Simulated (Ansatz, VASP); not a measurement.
## Cr in VASP and in Ansatz

```xyz
2
Lattice="-1.4250 1.4250 1.4250 1.4250 -1.4250 1.4250 2.8500 2.8500 -2.8500" Properties=species:S:1:pos:R:3 pbc="T T T"
Cr   -0.7125   -0.7125    0.6425
Cr    0.7125    0.7125   -0.6425
```

Alike in both runs: task single point; functional PBE; k mesh 8 × 8 × 4; occupations fermi-dirac, width 0.1 eV; no spin polarisation.

|  | VASP | Ansatz |
| --- | --- | --- |
| version | VASP 6.6.1 | Ansatz 0.2 development build |
| potentials or method | VASP PAW PBE potentials, release 64 (Cr_pv), cutoff 500 eV | all-electron full-potential LAPW, scalar-relativistic |

VASP gave:

```
pressure (GPa)                                                : 0.1
traceless stress, the component that is largest in VASP (GPa) : 0.24
rms of the force components (eV/Å)                            : 0.263
```

Question: What did Ansatz give for the same quantities?

Answer: Pressure (GPa): 0.6; traceless stress, the component that is largest in VASP (GPa): 0.26; rms of the force components (eV/Å): 0.270.

Atom by atom the forces differ by 0.006 eV/Å (rms over components). Ansatz ran all-electron here, and VASP with PAW potentials.

The k mesh is coarse, so the values compare programs but aren't converged.
